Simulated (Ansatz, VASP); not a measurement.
# One calculation of HfN, two programs

```xyz
6
Lattice="3.1594 0.0000 0.0000 0.0000 3.1594 0.0000 0.0000 0.0000 20.4681" Properties=species:S:1:pos:R:3 pbc="T T T"
Hf    0.7899    0.7899    8.0000
Hf    2.3696    2.3696   10.2340
Hf    0.7899    0.7899   12.4681
N     2.3696    2.3696    8.0000
N     0.7899    0.7899   10.2340
N     2.3696    2.3696   12.4681
```

Alike in both runs: task single point; functional LDA; k mesh 13 × 13 × 1; occupations fermi-dirac, width 0.08 eV; no spin polarisation.

```csv
,VASP,Ansatz
version,VASP 6.6.1,Ansatz 0.2.0
potentials or method,"VASP PAW LDA potentials, release 64 (Hf_pv, N)","PAW with Ansatz's default frozen-core files, scalar-relativistic"
plane-wave cutoff (eV),520,420
valence electrons in the cell,45,93
```

|  | VASP | Ansatz | Ansatz less VASP |
| --- | --- | --- | --- |
| rms of the force components (eV/Å) | 0.587 | 0.578 | -0.0094 |

LDA's correlation is that of Perdew and Zunger in VASP and of Perdew and Wang (1992) in Ansatz. VASP's potentials hold 45 valence electrons a cell and Ansatz's 93, so a difference there can come from the potentials and not from the codes.

Neither program's run includes spin-orbit coupling.
